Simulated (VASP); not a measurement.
# ZrBr (R-3m) in VASP: further runs

Runs on ZrBr. Level: LDA. Tasks: electric field gradients.

Program: VASP 6.6.1. These are calculated values, not measurements. Logs are shortened: lines on timing, memory, paths and dates and some standing lists are left out, and cuts for length are marked.

## 1. The cell of the first run

The structure is trigonal, space group R-3m (No. 166). Conventional cell: a = 3.432 Å, b = 3.432 Å, c = 27.498 Å, α = 90.00°, β = 90.00°, γ = 120.00°. Zr (site symmetry 3m) has 3 Br at 2.68 Å and 9 Zr at 3.07 to 3.43 Å within 3.5 Å. Br (site symmetry 3m) has 3 Zr at 2.68 Å and 6 Br at 3.43 Å within 3.5 Å.

## 2. Electric field gradients, LDA (23.37 Å³/atom)

Input file INCAR:

```
PREC = Accurate
ENCUT = 520
EDIFF = 1E-8
ISMEAR = -1
SIGMA = 0.02
LREAL = F
LASPH = T
NELM = 80
ALGO = Normal
ISIF = 2
LWAVE = F
LCHARG = F
GGA = CA
LEFG = T
NBANDS = 27
```

Input file KPOINTS:

```
regular mesh
0
Gamma
  10 10 10
```

Input file POSCAR:

```
ZrBr
1.0
    1.7157954078      0.9906149406      9.1659872192
   -1.7157954078      0.9906149406      9.1659872192
    0.0000000000     -1.9812298811      9.1659872192
Zr Br
2 2
Direct
    0.2092000000      0.2092000000      0.2092000000
    0.7908000000      0.7908000000      0.7908000000
    0.3917000000      0.3917000000      0.3917000000
    0.6083000000      0.6083000000      0.6083000000
```

Potentials or basis: VASP PAW LDA potentials, release 64 (Zr_sv, Br).

On the command line:

```console
$ cat potpaw_LDA.64/Zr_sv/POTCAR potpaw_LDA.64/Br/POTCAR > POTCAR
$ mpirun -np 1 vasp_std > vasp.out
```

OUTCAR:

```text
PREC = Accurate
   ENCUT = 520
   EDIFF = 1E-8
   ISMEAR = -1
   LREAL = F
   LASPH = T
   NELM = 80
   ISIF = 2
   GGA = CA

 ion  position               nearest neighbor table
   1  0.209  0.209  0.209-   4 2.68   4 2.68   4 2.68   2 3.07   2 3.07   2 3.07
   2  0.791  0.791  0.791-   3 2.68   3 2.68   3 2.68   1 3.07   1 3.07   1 3.07
   3  0.392  0.392  0.392-   2 2.68   2 2.68   2 2.68
   4  0.608  0.608  0.608-   1 2.68   1 2.68   1 2.68

  LATTYP: Found a trigonal (rhomboedric) cell.
 ALAT       =     9.3776646104
 COS(alpha) =     0.9330467589

  Lattice vectors:

 A1 = (   1.7157954078,   0.9906149406,   9.1659872192)
 A2 = (  -1.7157954078,   0.9906149406,   9.1659872192)
 A3 = (   0.0000000000,  -1.9812298811,   9.1659872192)

Analysis of symmetry for initial positions (statically):
=====================================================================
 Subroutine PRICEL returns:
 Original cell was already a primitive cell.

 Routine SETGRP: Setting up the symmetry group for a
 trigonal (rhombohedral) supercell.

 Subroutine GETGRP returns: Found 12 space group operations
 (whereof 12 operations were pure point group operations)
 out of a pool of 12 trial point group operations.

The static configuration has the point symmetry D_3d.

Analysis of symmetry for dynamics (positions and initial velocities):
=====================================================================
 Subroutine PRICEL returns:
 Original cell was already a primitive cell.

 Routine SETGRP: Setting up the symmetry group for a
 trigonal (rhombohedral) supercell.

 Subroutine GETGRP returns: Found 12 space group operations
 (whereof 12 operations were pure point group operations)
 out of a pool of 12 trial point group operations.

The dynamic configuration has the point symmetry D_3d.

 Subroutine INISYM returns: Found 12 space group operations
 (whereof 12 operations are pure point group operations),
 and found     1 'primitive' translations

----------------------------------------------------------------------------------------

                                     Primitive cell

  volume of cell :      93.4762

  direct lattice vectors                    reciprocal lattice vectors
     1.715795408  0.990614941  9.165987219     0.291410035  0.168245662  0.036366332
    -1.715795408  0.990614941  9.165987219    -0.291410035  0.168245662  0.036366332
     0.000000000 -1.981229881  9.165987219     0.000000000 -0.336491324  0.036366332

  length of vectors
     9.377664610  9.377664610  9.377664610     0.338450767  0.338450767  0.338450767

  position of ions in fractional coordinates (direct lattice)
     0.209200000  0.209200000  0.209200000
     0.790800000  0.790800000  0.790800000
     0.391700000  0.391700000  0.391700000
     0.608300000  0.608300000  0.608300000

  ion indices of the primitive-cell ions
   primitive index   ion index
                 1           1
                 2           2
                 3           3
                 4           4

----------------------------------------------------------------------------------------

 KPOINTS: regular mesh

Automatic generation of k-mesh.
 Grid dimensions read from file:
 generate k-points for:   10   10   10

 Generating k-lattice:

  Cartesian coordinates                     Fractional coordinates (reciprocal lattice)
     0.029141004  0.016824566  0.003636633     0.100000000  0.000000000  0.000000000
    -0.029141004  0.016824566  0.003636633     0.000000000  0.100000000  0.000000000
     0.000000000 -0.033649132  0.003636633    -0.000000000 -0.000000000  0.100000000

  Length of vectors
     0.033845077  0.033845077  0.033845077

  Shift w.r.t. Gamma in fractional coordinates (k-lattice)
     0.000000000  0.000000000  0.000000000

 Subroutine IBZKPT returns following result:
 ===========================================

 Found    116 irreducible k-points:

 Following reciprocal coordinates:
            Coordinates               Weight
  0.000000  0.000000  0.000000      1.000000
  0.100000  0.000000 -0.000000      6.000000
  0.200000  0.000000 -0.000000      6.000000
  0.300000 -0.000000  0.000000      6.000000
  0.400000 -0.000000  0.000000      6.000000
  0.500000  0.000000 -0.000000      3.000000
[... 16 lines left out ...]
  0.300000  0.300000  0.000000      6.000000
  0.400000  0.300000 -0.000000     12.000000
 [... further k-points ...]
   k-points           NKPTS =    116   k-points in BZ     NKDIM =    116   number of bands    NBANDS=     27
   number of dos      NEDOS =    301   number of ions     NIONS =      4
   total plane-waves  NPLWV = 343000
   dimension x,y,z NGX =    70 NGY =   70 NGZ =   70
   dimension x,y,z NGXF=   140 NGYF=  140 NGZF=  140
   ions per type =               2   2
   NGX,Y,Z   is equivalent  to a cutoff of  12.41, 12.41, 12.41 a.u.
   NGXF,Y,Z  is equivalent  to a cutoff of  24.82, 24.82, 24.82 a.u.
 SYSTEM =  unknown system
   PREC   = accura    normal or accurate (medium, high low for compatibility)
   ISTART =      0    job   : 0-new  1-cont  2-samecut
   ICHARG =      2    charge: 1-file 2-atom 10-const
   ISPIN  =      1    spin polarized calculation?
   LNONCOLLINEAR =      F non collinear calculations
   LSORBIT =      F    spin-orbit coupling
   LASPH  =      T    aspherical Exc in radial PAW
   ENCUT  =  520.0 eV  38.22 Ry    6.18 a.u.  17.44 17.44 17.44*2*pi/ulx,y,z
   NELM   =     80;   NELMIN=  2; NELMDL= -5     # of ELM steps
   EDIFF  = 0.1E-07   stopping-criterion for ELM
   LREAL  =      F    real-space projection
   EDIFFG = 0.1E-06   stopping-criterion for IOM
   NSW    =      0    number of steps for IOM
   IBRION =     -1    ionic relax: 0-MD 1-quasi-New 2-CG
   NFREE  =      0    steps in history (QN), initial steepest desc. (CG)
   ISIF   =      2    stress and relaxation
   ISYM   =      2    0-nonsym 1-usesym 2-fastsym
   POTIM  = 0.5000    time-step for ionic-motion
   TEBEG  =    0.0;   TEEND  =   0.0 temperature during run
   PSTRESS=    0.0 pullay stress
   NELECT =      38.0000    total number of electrons
   NUPDOWN=      -1.0000    fix difference up-down
   EMIN   =  10.00;   EMAX   =-10.00  energy-range for DOS
   EFERMI =   0.00;   METHOD = LEGACY
   ISMEAR =    -1;   SIGMA  =   0.02  broadening in eV -4-tet -1-fermi 0-gaus
   EFERMI_NEDOS =   21; number of points for ismear=-14 and -15
   IALGO  =     38    algorithm
   IMIX   =      4    mixing-type and parameters
     AMIX     =   0.40;   BMIX     =  1.00
     AMIX_MAG =   1.60;   BMIX_MAG =  1.00
  volume/ion in A,a.u.               =      23.37       157.70
  Fermi-wavevector in a.u.,A,eV,Ry     =   1.212744  2.291754 20.010736  1.470748
  Thomas-Fermi vector in A             =   2.348218
   LORBIT       =      0    0 simple, 1 ext, 2 COOP (PROOUT), +10 PAW based schemes
   GGA     = CA    functional components
   LHFCALC =     F    Hartree Fock is set to
   AEXX    =    0.0000 exact exchange contribution
   IVDW    =     0    specifies the selected vdW correction
   LEPSILON=     F    determine dielectric tensor
   LRPA    =     F    only Hartree local field effects (RPA)
 non-spin polarized calculation
  energy-cutoff  :      520.00
  volume of cell :       93.48
 maximum number of plane-waves:      2546
 NGX is ok and might be reduce to    70
   NGX = 35   NGY = 35   NGZ = 35

 number of electron      38.0000000 magnetization

 Free energy of the ion-electron system (eV)
  ---------------------------------------------------
  ext. energy  EPLUGINS =         0.00000000
  ---------------------------------------------------
  free energy    TOTEN  =       -27.05534065 eV

  energy without entropy =      -27.05291322  energy(sigma->0) =      -27.05412693

 E-fermi :   7.2525     XC(G=0): -10.5314

 val. band max:        7.2495310013   @ k =   0.5000   0.5000  -0.0000
 cond. band min:       7.2934950517   @ k =  -0.4000   0.2000   0.2000
 fundamental gap:      0.0439640504
 Fermi energy:         7.2525120819

 k-point     1 :       0.0000    0.0000    0.0000
  band No.  band energies     occupation
      1     -41.8077      2.00000
      2     -41.6939      2.00000
      3     -20.4022      2.00000
      4     -19.8359      2.00000
      5     -19.7793      2.00000
      6     -19.7793      2.00000
[... 19 lines left out ...]
     26      10.6264      0.00000
     27      10.6270      0.00000
[... 667 lines left out ...]
      5     -19.9822      2.00000
      6     -19.8604      2.00000
[... 19 lines left out ...]
     26      11.0740      0.00000
     27      12.0382      0.00000

 [... further k-points ...]
[... 5 lines left out ...]
  --------------------------------------------------------------------------------------
  -------------------------------------------------------------------------------------
  Total        1.1038362      1.1038362      1.5957213      0.0000000      0.0000000      0.0000000
  in kB       18.9197043     18.9197043     27.3505935      0.0000000      0.0000000      0.0000000
  external PRESSURE =      21.7300007 kB  Pullay stress =       0.0000000 kB

 VOLUME and BASIS-vectors are now :
 -----------------------------------------------------------------------------
  energy-cutoff  :      520.00
  volume of cell :       93.48
      direct lattice vectors                 reciprocal lattice vectors
     1.715795408  0.990614941  9.165987219     0.291410035  0.168245662  0.036366332
    -1.715795408  0.990614941  9.165987219    -0.291410035  0.168245662  0.036366332
     0.000000000 -1.981229881  9.165987219     0.000000000 -0.336491324  0.036366332

 POSITION                                       TOTAL-FORCE (eV/Angst)
 -----------------------------------------------------------------------------------
      0.00000      0.00000      5.75257         0.000000     -0.000000     -0.522401
      0.00000      0.00000     21.74539         0.000000      0.000000      0.522401
      0.00000      0.00000     10.77095         0.000000     -0.000000     -0.479072
      0.00000      0.00000     16.72701         0.000000      0.000000      0.479072
 -----------------------------------------------------------------------------------
    total drift:                                0.000000     -0.000000      0.000000

  FREE ENERGIE OF THE ION-ELECTRON SYSTEM (eV)
  ---------------------------------------------------
  free  energy   TOTEN  =       -27.0553406485 eV

  energy  without entropy=      -27.0529132164  energy(sigma->0) =      -27.05412693

 Electric field gradients (V/A^2)
---------------------------------------------------------------------
 ion       V_xx      V_yy      V_zz      V_xy      V_xz      V_yz
---------------------------------------------------------------------
   1       7.894     7.894   -15.788     0.000    -0.000    -0.000
   2       7.894     7.894   -15.788     0.000     0.000    -0.000
   3      -8.759    -8.759    17.518    -0.000     0.000    -0.000
   4      -8.759    -8.759    17.518     0.000     0.000    -0.000
---------------------------------------------------------------------

 Electric field gradients after diagonalization (V/A^2)
 (convention: |V_zz| > |V_xx| > |V_yy|)
----------------------------------------------------------------------
 ion       V_xx      V_yy      V_zz     asymmetry (V_yy - V_xx)/ V_zz
----------------------------------------------------------------------
   1       7.894     7.894   -15.788       0.000
   2       7.894     7.894   -15.788       0.000
   3      -8.759    -8.759    17.518       0.000
   4      -8.759    -8.759    17.518       0.000
----------------------------------------------------------------------

           NMR quadrupolar parameters

 Cq : quadrupolar parameter    Cq=e*Q*V_zz/h
 eta: asymmetry parameters     (V_yy - V_xx)/ V_zz
 Q  : nuclear electric quadrupole moment in mb (millibarn)
----------------------------------------------------------------------
 ion       Cq(MHz)       eta       Q (mb)
----------------------------------------------------------------------
   1      -0.038       0.000       1.000
   2      -0.038       0.000       1.000
   3       0.042       0.000       1.000
   4       0.042       0.000       1.000
----------------------------------------------------------------------
```

Wall time 27 min (1 thread of Intel Xeon Platinum 8124M at 3.00GHz (Skylake/Cascade Lake), shared host); peak memory 0.66 GiB.

Results:

```yaml
Free_energy: -27.0553 eV
Pressure: 2.2 GPa
Largest_force: 0.522 eV/Å
Band_gap_on_the_k_mesh: zero (bands 19 and 20 overlap by 0.31 eV)
Largest_electric_field_gradient_by_atom: Zr -15.8; Br +17.5 V/Å²
```

Forces in eV/Å, atoms in the order of the input:
```
Zr   0.000  0.000 -0.522
Zr   0.000  0.000  0.522
Br   0.000  0.000 -0.479
Br   0.000  0.000  0.479
```

Stress tensor (GPa, compression positive):
```
1.89 0.00 0.00
0.00 1.89 0.00
0.00 0.00 2.74
```

Levels at points of the mesh, in eV from the Fermi level:
| k point | band 16 | band 17 | band 18 | band 19 | band 20 | band 21 | band 22 | band 23 |
| --- | --- | --- | --- | --- | --- | --- | --- | --- |
| (0.00, 0.00, 0.00) | -3.55 | -2.53 | -1.42 | 0.30 | 0.30 | 0.62 | 1.03 | 1.03 |
| (0.50, 0.00, 0.00) | -4.42 | -2.17 | -1.21 | -1.09 | -0.01 | 1.16 | 3.05 | 3.49 |
| (0.50, 0.50, 0.00) | -4.30 | -2.35 | -1.06 | -0.91 | 0.00 | 1.06 | 3.24 | 3.37 |
| (0.50, 0.50, 0.50) | -3.62 | -1.97 | -1.75 | 0.27 | 0.27 | 0.65 | 1.08 | 1.08 |

Electric field gradients, principal values (V/Å²):
| atom | least | middle | greatest (by size) |
| --- | --- | --- | --- |
| 1 Zr | 7.894 | 7.894 | -15.788 |
| 2 Zr | 7.894 | 7.894 | -15.788 |
| 3 Br | -8.759 | -8.759 | 17.518 |
| 4 Br | -8.759 | -8.759 | 17.518 |

Caveat: without QUAD_EFG the Cq values of the log hold for a quadrupole moment of 1 mb, not for the nuclei.

## 3. Electric field gradients, LDA (zz strain of +2 %)

Input file INCAR:

```
  ALGO = Normal
  EDIFF = 1E-8
  ENCUT = 520
  GGA = CA
  ISIF = 2
  ISMEAR = -1
  LASPH = True
  LCHARG = False
  LEFG = True
  LREAL = False
  LWAVE = False
  NBANDS = 27
  NELM = 60
  PREC = Accurate
  SIGMA = 0.02
```

Input file KPOINTS:

```
k-points
0
Gamma
  10 10 10
```

Input file POSCAR:

```
ZrBr
1.0
    1.7515513874      1.0112586650      9.5441400000
   -1.7515513874      1.0112586650      9.5441400000
    0.0000000000     -2.0225173300      9.5441400000
Zr Br
2 2
Direct
    0.2092000000      0.2092000000      0.2092000000
    0.7908000000      0.7908000000      0.7908000000
    0.3917000000      0.3917000000      0.3917000000
    0.6083000000      0.6083000000      0.6083000000
```

Potentials or basis: VASP PAW LDA potentials, release 64 (Zr_sv, Br).

On the command line:

```console
$ cat potpaw_LDA.64/Zr_sv/POTCAR potpaw_LDA.64/Br/POTCAR > POTCAR
$ mpirun -np 1 vasp_std > vasp.out
```

OUTCAR:

```text
EDIFF = 1E-8
   ENCUT = 520
   GGA = CA
   ISIF = 2
   ISMEAR = -1
   LASPH = True
   LREAL = False
   NELM = 60
   PREC = Accurate

 ion  position               nearest neighbor table
   1  0.209  0.209  0.209-   4 2.76   4 2.76   4 2.76   2 3.17   2 3.17   2 3.17
   2  0.791  0.791  0.791-   3 2.76   3 2.76   3 2.76   1 3.17   1 3.17   1 3.17
   3  0.392  0.392  0.392-   2 2.76   2 2.76   2 2.76
   4  0.608  0.608  0.608-   1 2.76   1 2.76   1 2.76

  LATTYP: Found a trigonal (rhomboedric) cell.
 ALAT       =     9.7560844958
 COS(alpha) =     0.9355349007

[... 949 lines left out ...]
 ion       V_xx      V_yy      V_zz      V_xy      V_xz      V_yz
---------------------------------------------------------------------
   1       6.024     6.024   -12.048    -0.000    -0.000     0.000
   2       6.024     6.024   -12.048    -0.000    -0.000     0.000
   3     -19.965   -19.965    39.930     0.000     0.000     0.000
   4     -19.965   -19.965    39.930     0.000     0.000     0.000
---------------------------------------------------------------------

 Electric field gradients after diagonalization (V/A^2)
 (convention: |V_zz| > |V_xx| > |V_yy|)
----------------------------------------------------------------------
 ion       V_xx      V_yy      V_zz     asymmetry (V_yy - V_xx)/ V_zz
----------------------------------------------------------------------
   1       6.024     6.024   -12.048       0.000
   2       6.024     6.024   -12.048       0.000
   3     -19.965   -19.965    39.930       0.000
   4     -19.965   -19.965    39.930       0.000
----------------------------------------------------------------------

           NMR quadrupolar parameters

 Cq : quadrupolar parameter    Cq=e*Q*V_zz/h
 eta: asymmetry parameters     (V_yy - V_xx)/ V_zz
 Q  : nuclear electric quadrupole moment in mb (millibarn)
----------------------------------------------------------------------
 ion       Cq(MHz)       eta       Q (mb)
----------------------------------------------------------------------
   1      -0.029       0.000       1.000
   2      -0.029       0.000       1.000
   3       0.097       0.000       1.000
   4       0.097       0.000       1.000
----------------------------------------------------------------------
```

Wall time 43 min (1 thread of Intel Xeon Platinum 8375C at 2.90GHz (Ice Lake), shared host); peak memory 0.84 GiB.

What came out:

```
Free energy                             : -26.9775 eV
Pressure                                : -4.7 GPa
Largest force                           : 0.389 eV/Å
Band gap on the k mesh                  : zero (bands 19 and 20 overlap by 0.34 eV)
Largest electric field gradient by atom : Zr -12.0; Br +39.9 V/Å²
```

Forces on the atoms (eV/Å):
```
Zr   0.000  0.000 -0.389
Zr   0.000  0.000  0.389
Br   0.000  0.000  0.373
Br   0.000  0.000 -0.373
```

Stress tensor (GPa, compression positive):
```
-4.09  0.00  0.00
 0.00 -4.09  0.00
 0.00  0.00 -5.91
```

Electric field gradients, principal values (V/Å²):
```csv
atom,least,middle,greatest (by size)
1 Zr,6.024,6.024,-12.048
2 Zr,6.024,6.024,-12.048
3 Br,-19.965,-19.965,39.930
4 Br,-19.965,-19.965,39.930
```

Caveat: the cell differs from its parent crystal (zz strain of +2 %); the cell stands under tension; without QUAD_EFG the Cq values of the log hold for a quadrupole moment of 1 mb, not for the nuclei.

The gap in the log of VASP goes by the Fermi energy; the results here count the filled bands.